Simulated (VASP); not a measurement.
# Zr (P6_3/mmc) in VASP: further runs

Zr is run at these levels: PBE; tasks: single point, relaxation of cell and atoms.

Program: VASP 6.6.1. These are calculated values, not measurements. Logs are shortened: lines on timing, memory, paths and dates and some standing lists are left out, and cuts for length are marked.

## (1) The cell of the first run

It takes space group P6_3/mmc (No. 194, hexagonal). The conventional cell has a = 3.232 Å, b = 3.232 Å, c = 5.172 Å, α = 90.00°, β = 90.00°, γ = 120.00°. Zr (site symmetry -6m2) has 12 Zr at 3.19 to 3.23 Å within 4.2 Å.

## (2) Single point, PBE

INCAR

```
PREC = Accurate
ENCUT = 500
EDIFF = 1E-6
ISMEAR = 0
SIGMA = 0.1
LREAL = F
LASPH = T
NELM = 120
ALGO = Normal
ISIF = 2
LWAVE = F
LCHARG = F
GGA = PE
NBANDS = 19
GGA_COMPAT = F
```

KPOINTS

```
Automatic mesh
0
Gamma
  21 21 12
```

POSCAR

```
Zr
1.0
    3.2316772414      0.0000000000      0.0000000000
   -1.6158386207      2.7987145879      0.0000000000
    0.0000000000      0.0000000000      5.1715036461
Zr
2
Direct
    0.3333333333      0.6666666667      0.2500000000
    0.6666666667      0.3333333333      0.7500000000
```

Potentials or basis: VASP PAW PBE potentials, release 64 (Zr_sv).

Launch:

```bash
> cat potpaw_PBE.64/Zr_sv/POTCAR > POTCAR
> mpirun -np 1 vasp_std > vasp.out
```

OUTCAR:

```text
PREC = Accurate
   ENCUT = 500
   EDIFF = 1E-6
   ISMEAR = 0
   LREAL = F
   LASPH = T
   NELM = 120
   ISIF = 2
   GGA = PE

 ion  position               nearest neighbor table
   1  0.333  0.667  0.250-   2 3.19   2 3.19   2 3.19   2 3.19   2 3.19   2 3.19
   2  0.667  0.333  0.750-   1 3.19   1 3.19   1 3.19   1 3.19   1 3.19   1 3.19

  LATTYP: Found a hexagonal cell.
 ALAT       =     3.2316772414
 C/A-ratio  =     1.6002537567

  Lattice vectors:

 A1 = (   3.2316772414,   0.0000000000,   0.0000000000)
 A2 = (  -1.6158386207,   2.7987145879,   0.0000000000)
 A3 = (   0.0000000000,   0.0000000000,   5.1715036461)

Analysis of symmetry for initial positions (statically):
=====================================================================
 Subroutine PRICEL returns:
 Original cell was already a primitive cell.

 Routine SETGRP: Setting up the symmetry group for a
 hexagonal supercell.

 Subroutine GETGRP returns: Found 24 space group operations
 (whereof 12 operations were pure point group operations)
 out of a pool of 24 trial point group operations.

The static configuration has the point symmetry D_3d.
 The point group associated with its full space group is D_6h.

Analysis of symmetry for dynamics (positions and initial velocities):
=====================================================================
 Subroutine PRICEL returns:
 Original cell was already a primitive cell.

 Routine SETGRP: Setting up the symmetry group for a
 hexagonal supercell.

 Subroutine GETGRP returns: Found 24 space group operations
 (whereof 12 operations were pure point group operations)
 out of a pool of 24 trial point group operations.

The dynamic configuration has the point symmetry D_3d.
 The point group associated with its full space group is D_6h.

 Subroutine INISYM returns: Found 24 space group operations
 (whereof 12 operations are pure point group operations),
 and found     1 'primitive' translations

----------------------------------------------------------------------------------------

                                     Primitive cell

  volume of cell :      46.7739

  direct lattice vectors                    reciprocal lattice vectors
     3.231677241  0.000000000  0.000000000     0.309436842  0.178653444  0.000000000
    -1.615838621  2.798714588  0.000000000     0.000000000  0.357306888  0.000000000
     0.000000000  0.000000000  5.171503646     0.000000000  0.000000000  0.193367359

  length of vectors
     3.231677241  3.231677241  5.171503646     0.357306888  0.357306888  0.193367359

  position of ions in fractional coordinates (direct lattice)
     0.333333333  0.666666667  0.250000000
     0.666666667  0.333333333  0.750000000

  ion indices of the primitive-cell ions
   primitive index   ion index
                 1           1
                 2           2

----------------------------------------------------------------------------------------

 KPOINTS: Automatic mesh

Automatic generation of k-mesh.
 Grid dimensions read from file:
 generate k-points for:   21   21   12

 Generating k-lattice:

  Cartesian coordinates                     Fractional coordinates (reciprocal lattice)
     0.014735088  0.008507307  0.000000000     0.047619048 -0.000000000  0.000000000
     0.000000000  0.017014614  0.000000000     0.000000000  0.047619048  0.000000000
     0.000000000  0.000000000  0.016113947     0.000000000  0.000000000  0.083333333

  Length of vectors
     0.017014614  0.017014614  0.016113947

  Shift w.r.t. Gamma in fractional coordinates (k-lattice)
     0.000000000  0.000000000  0.000000000

 Subroutine IBZKPT returns following result:
 ===========================================

 Found    336 irreducible k-points:

 Following reciprocal coordinates:
            Coordinates               Weight
  0.000000  0.000000  0.000000      1.000000
  0.047619  0.000000  0.000000      6.000000
  0.095238  0.000000  0.000000      6.000000
  0.142857  0.000000  0.000000      6.000000
  0.190476  0.000000  0.000000      6.000000
  0.238095  0.000000  0.000000      6.000000
[... 16 lines left out ...]
  0.142857  0.095238  0.000000     12.000000
  0.190476  0.095238  0.000000     12.000000
 [... further k-points ...]
   k-points           NKPTS =    336   k-points in BZ     NKDIM =    336   number of bands    NBANDS=     19
   number of dos      NEDOS =    301   number of ions     NIONS =      2
   total plane-waves  NPLWV =  23040
   dimension x,y,z NGX =    24 NGY =   24 NGZ =   40
   dimension x,y,z NGXF=    48 NGYF=   48 NGZF=   80
   ions per type =               2
   NGX,Y,Z   is equivalent  to a cutoff of  12.35, 12.35, 12.86 a.u.
   NGXF,Y,Z  is equivalent  to a cutoff of  24.69, 24.69, 25.72 a.u.
 SYSTEM =  unknown system
   PREC   = accura    normal or accurate (medium, high low for compatibility)
   ISTART =      0    job   : 0-new  1-cont  2-samecut
   ICHARG =      2    charge: 1-file 2-atom 10-const
   ISPIN  =      1    spin polarized calculation?
   LNONCOLLINEAR =      F non collinear calculations
   LSORBIT =      F    spin-orbit coupling
   LASPH  =      T    aspherical Exc in radial PAW
   ENCUT  =  500.0 eV  36.75 Ry    6.06 a.u.   5.89  5.89  9.43*2*pi/ulx,y,z
   NELM   =    120;   NELMIN=  2; NELMDL= -5     # of ELM steps
   EDIFF  = 0.1E-05   stopping-criterion for ELM
   LREAL  =      F    real-space projection
   EDIFFG = 0.1E-04   stopping-criterion for IOM
   NSW    =      0    number of steps for IOM
   IBRION =     -1    ionic relax: 0-MD 1-quasi-New 2-CG
   NFREE  =      0    steps in history (QN), initial steepest desc. (CG)
   ISIF   =      2    stress and relaxation
   ISYM   =      2    0-nonsym 1-usesym 2-fastsym
   POTIM  = 0.5000    time-step for ionic-motion
   TEBEG  =    0.0;   TEEND  =   0.0 temperature during run
   PSTRESS=    0.0 pullay stress
   NELECT =      24.0000    total number of electrons
   NUPDOWN=      -1.0000    fix difference up-down
   EMIN   =  10.00;   EMAX   =-10.00  energy-range for DOS
   EFERMI =   0.00;   METHOD = LEGACY
   ISMEAR =     0;   SIGMA  =   0.10  broadening in eV -4-tet -1-fermi 0-gaus
   EFERMI_NEDOS =   21; number of points for ismear=-14 and -15
   IALGO  =     38    algorithm
   IMIX   =      4    mixing-type and parameters
     AMIX     =   0.40;   BMIX     =  1.00
     AMIX_MAG =   1.60;   BMIX_MAG =  1.00
  volume/ion in A,a.u.               =      23.39       157.82
  Fermi-wavevector in a.u.,A,eV,Ry     =   1.310622  2.476716 23.371134  1.717730
  Thomas-Fermi vector in A             =   2.441140
   LORBIT       =      0    0 simple, 1 ext, 2 COOP (PROOUT), +10 PAW based schemes
   GGA     = PE    functional components
   LHFCALC =     F    Hartree Fock is set to
   AEXX    =    0.0000 exact exchange contribution
   IVDW    =     0    specifies the selected vdW correction
   LEPSILON=     F    determine dielectric tensor
   LRPA    =     F    only Hartree local field effects (RPA)
 non-spin polarized calculation
 Gauss-broadening in eV      SIGMA  =   0.10
  energy-cutoff  :      500.00
  volume of cell :       46.77
 maximum number of plane-waves:      1202
 NGX is ok and might be reduce to    24
   NGX = 11   NGY = 11   NGZ = 19

 number of electron      24.0000001 magnetization

 Free energy of the ion-electron system (eV)
  ---------------------------------------------------
  ext. energy  EPLUGINS =         0.00000000
  ---------------------------------------------------
  free energy    TOTEN  =       -17.04649378 eV

  energy without entropy =      -17.03722059  energy(sigma->0) =      -17.04185718

 E-fermi :   8.9540     XC(G=0): -11.0616

 val. band max:        8.9508893480   @ k =   0.1429   0.0000   0.0000
 cond. band min:       8.9542909950   @ k =   0.4286   0.1429   0.3333
 fundamental gap:      0.0034016470
 Fermi energy:         8.9539769908

 k-point     1 :       0.0000    0.0000    0.0000
  band No.  band energies     occupation
      1     -39.9033      2.00000
      2     -39.7545      2.00000
      3     -18.4141      2.00000
      4     -17.5553      2.00000
      5     -17.5553      2.00000
      6     -17.4318      2.00000
[... 11 lines left out ...]
     18      11.1042      0.00000
     19      13.3591      0.00000

 k-point     2 :       0.0476    0.0000    0.0000
  band No.  band energies     occupation
      1     -39.9008      2.00000
      2     -39.7534      2.00000
      3     -18.4072      2.00000
      4     -17.5708      2.00000
      5     -17.5603      2.00000
      6     -17.4353      2.00000
[... 11 lines left out ...]
     18      11.0464      0.00000
     19      13.4020      0.00000

 k-point     3 :       0.0952    0.0000    0.0000
  band No.  band energies     occupation
      1     -39.8932      2.00000
      2     -39.7502      2.00000
      3     -18.3869      2.00000
      4     -17.6159      2.00000
      5     -17.5749      2.00000
      6     -17.4819      2.00000
[... 11 lines left out ...]
     18      10.8910      0.00000
     19      13.5126      0.00000

 k-point     4 :       0.1429    0.0000    0.0000
  band No.  band energies     occupation
      1     -39.8812      2.00000
      2     -39.7453      2.00000
      3     -18.3541      2.00000
      4     -17.6865      2.00000
      5     -17.5973      2.00000
      6     -17.5536      2.00000
[... 407 lines left out ...]
     18      11.2101      0.00000
     19      13.6654      0.00000

 k-point    23 :       0.1429    0.0952    0.0000
  band No.  band energies     occupation
      1     -39.8593      2.00000
      2     -39.7371      2.00000
      3     -18.2921      2.00000
      4     -17.7879      2.00000
      5     -17.7231      2.00000
      6     -17.5983      2.00000
[... 11 lines left out ...]
     18      11.6303      0.00000
     19      13.7546      0.00000

 k-point    24 :       0.1905    0.0952    0.0000
  band No.  band energies     occupation
      1     -39.8418      2.00000
      2     -39.7314      2.00000
      3     -18.2403      2.00000
      4     -17.8794      2.00000
      5     -17.7993      2.00000
      6     -17.6430      2.00000
[... 11 lines left out ...]
     18      12.1332      0.00000
     19      13.8412      0.00000

 [... further k-points ...]

------------------------ aborting loop because EDIFF is reached ----------------------------------------

  FORCE on cell =-STRESS in cart. coord.  units (eV):
  Direction    XX          YY          ZZ          XY          YZ          ZX
  --------------------------------------------------------------------------------------
  -------------------------------------------------------------------------------------
  Total        0.0157451      0.0157451      0.0211090      0.0000000      0.0000000      0.0000000
  in kB        0.5393274      0.5393274      0.7230613      0.0000000      0.0000000      0.0000000
  external PRESSURE =       0.6005720 kB  Pullay stress =       0.0000000 kB

 VOLUME and BASIS-vectors are now :
 -----------------------------------------------------------------------------
  energy-cutoff  :      500.00
  volume of cell :       46.77
      direct lattice vectors                 reciprocal lattice vectors
     3.231677241  0.000000000  0.000000000     0.309436842  0.178653444  0.000000000
    -1.615838621  2.798714588  0.000000000     0.000000000  0.357306888  0.000000000
     0.000000000  0.000000000  5.171503646     0.000000000  0.000000000  0.193367359

 POSITION                                       TOTAL-FORCE (eV/Angst)
 -----------------------------------------------------------------------------------
     -0.00000      1.86581      1.29288        -0.000000     -0.000000      0.000000
      1.61584      0.93290      3.87863         0.000000      0.000000      0.000000
 -----------------------------------------------------------------------------------
    total drift:                               -0.000000      0.000000     -0.000000

  FREE ENERGIE OF THE ION-ELECTRON SYSTEM (eV)
  ---------------------------------------------------
  free  energy   TOTEN  =       -17.0464937776 eV

  energy  without entropy=      -17.0372205923  energy(sigma->0) =      -17.04185718
```

Wall time 3.5 min (1 thread of Oxide Virtual Turin-like, shared host); peak memory 0.3 GiB.

Results:

* Free energy: -17.0465 eV
* Pressure: 0.1 GPa
* Band gap on the k mesh: zero (bands 12 and 13 overlap by 1.22 eV)

Levels at points of the mesh, in eV from the Fermi level:
| k point | band 9 | band 10 | band 11 | band 12 | band 13 | band 14 | band 15 | band 16 |
| --- | --- | --- | --- | --- | --- | --- | --- | --- |
| (0.00, 0.00, 0.00) | -5.66 | -3.03 | 0.86 | 0.86 | 0.96 | 1.11 | 1.54 | 1.54 |
| (0.00, 0.00, 0.50) | -3.97 | -3.97 | 0.01 | 0.01 | 0.77 | 0.77 | 0.77 | 0.77 |

## (3) Relaxation of cell and atoms, PBE

This run uses another cell than the first one, of 23.50 Å³/atom.

INCAR

```
PREC = Accurate ; ENCUT = 500
EDIFF = 1E-7 ; ISMEAR = 0
SIGMA = 0.1 ; LREAL = F
LASPH = T ; NELM = 120
ALGO = Normal ; ISIF = 3
LWAVE = F ; LCHARG = F
GGA = PE ; IBRION = 2
NSW = 100 ; EDIFFG = -0.01
GGA_COMPAT = F ; NELMIN = 4
```

KPOINTS is that of step 2.

POSCAR

```
Zr
1.0
    3.2392314131      0.0000000000      0.0000000000
   -1.6196157065      2.8052566925      0.0000000000
    0.0000000000      0.0000000000      5.1722200000
Zr
2
Direct
    0.3333333300      0.6666666700      0.2500000000
    0.6666666700      0.3333333300      0.7500000000
```

Potentials or basis: VASP PAW PBE potentials, release 64 (Zr_sv).

Launch:

```bash
> cat potpaw_PBE.64/Zr_sv/POTCAR > POTCAR
> mpirun -np 1 vasp_std > vasp.out
```

Wall time 8.2 min (1 thread of Oxide Virtual Turin-like, shared host); peak memory 0.29 GiB.

The run converged. Its results:

- Free energy: -17.0466 eV
- Relaxed volume: 23.39 Å³/atom
- Relaxed cell: a = 3.232 Å, b = 3.232 Å, c = 5.170 Å, α = 90.00°, β = 90.00°, γ = 120.00°
- Space group after relaxing (to 0.1 Å): P6_3/mmc (No. 194)
- Energy gained by relaxing: 0.2 meV/atom
- Ionic steps: 4
- Pressure after relaxing: 0.0 GPa
- Band gap on the k mesh: zero (bands 12 and 13 overlap by 1.22 eV)

Step by step:
| step | energy change (eV) | largest force (eV/Å) | pressure (GPa) | volume (Å³) |
| --- | --- | --- | --- | --- |
| 1 | 0.0000 | 0.0000 | -0.40 | 47.00 |
| 2 | -0.0001 | 0.0000 | 0.38 | 46.60 |
| 3 | -0.0003 | 0.0000 | 0.02 | 46.79 |
| 4 | -0.0003 | 0.0000 | 0.01 | 46.79 |

Final structure:
```
CELL_PARAMETERS angstrom
3.23247 0.00000 0.00000
-1.61624 2.79940 0.00000
0.00000 0.00000 5.17049
ATOMIC_POSITIONS crystal
Zr 0.33333 0.66667 0.25000
Zr 0.66667 0.33333 0.75000
```

Levels at points of the mesh, in eV from the Fermi level:
| k point | band 9 | band 10 | band 11 | band 12 | band 13 | band 14 | band 15 | band 16 |
| --- | --- | --- | --- | --- | --- | --- | --- | --- |
| (0.00, 0.00, 0.00) | -5.66 | -3.03 | 0.86 | 0.86 | 0.96 | 1.11 | 1.54 | 1.54 |
| (0.00, 0.00, 0.50) | -3.97 | -3.97 | 0.01 | 0.01 | 0.77 | 0.77 | 0.77 | 0.77 |
